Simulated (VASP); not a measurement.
Wanted: the native input for a VASP 6.6.1 run.

| Quantity | Value |
| --- | --- |
| Task | single point |
| Functional | r2SCAN |
| Potentials or basis | VASP PAW PBE potentials, release 64 (Ba_sv, Te) |
| Cutoff | 520 eV |
| k mesh | 7 × 7 × 7 |
| Occupations | fermi-dirac, width 0.05 eV |
| Spin | no spin polarisation |
| Dipole correction | no |
| Further INCAR settings | ALGO = Normal; EDIFF = 1e-06; NBANDS = 15 |

Crystal: BaTe.

```
CELL_PARAMETERS angstrom
0.00000 3.41000 3.41000
3.41000 0.00000 3.41000
3.41000 3.41000 0.00000
ATOMIC_POSITIONS crystal
Ba 0.00000 0.00000 0.00000
Te 0.50000 0.50000 0.50000
```

One way to write it, as run:

POSCAR

```
BaTe
1.0
    0.0000000000      3.4100000000      3.4100000000
    3.4100000000      0.0000000000      3.4100000000
    3.4100000000      3.4100000000      0.0000000000
Ba Te
1 1
Direct
    0.0000000000      0.0000000000      0.0000000000
    0.5000000000      0.5000000000      0.5000000000
```

INCAR.step1

```
PREC = Accurate
ENCUT = 520
ISMEAR = -1
SIGMA = 0.05
LREAL = F
LASPH = T
NELM = 80
NBANDS = 15
GGA = PE
ALGO = Normal
EDIFF = 1E-4
LWAVE = T
LCHARG = F
```

INCAR.step2

```
PREC = Accurate
ENCUT = 520
EDIFF = 1E-6
ISMEAR = -1
SIGMA = 0.05
LREAL = F
LASPH = T
NELM = 80
ALGO = Normal
ISIF = 2
LWAVE = F
LCHARG = T
METAGGA = R2SCAN
LMIXTAU = T
LELF = T
LVHAR = T
NBANDS = 15
ISTART = 1
```

KPOINTS

```
Automatic mesh
0
Gamma
  7 7 7
```

Potentials or basis: VASP PAW PBE potentials, release 64 (Ba_sv, Te).

Launch:

```bash
$ cat potpaw_PBE.64/Ba_sv/POTCAR potpaw_PBE.64/Te/POTCAR > POTCAR
$ cp INCAR.step1 INCAR
$ mpirun -np 1 vasp_std > vasp.out
$ cp INCAR.step2 INCAR
$ mpirun -np 1 vasp_std > vasp.out
```

It gave:

| Quantity | Value |
| --- | --- |
| Pressure | 4.5 GPa |
| Band gap on the k mesh | 1.74 eV, indirect (least direct gap 2.12 eV) |

Caveat: the PAW data sets were made with another functional, which shifts forces and pressure a little; spin-orbit coupling is left out, which moves the levels of the heavy elements.

Wall time 79 s on 1 thread of Intel(R) Xeon(R) Platinum 8259CL CPU @ 2.50GHz (Skylake/Cascade Lake), with other jobs on the host, peak memory 0.22 GiB.
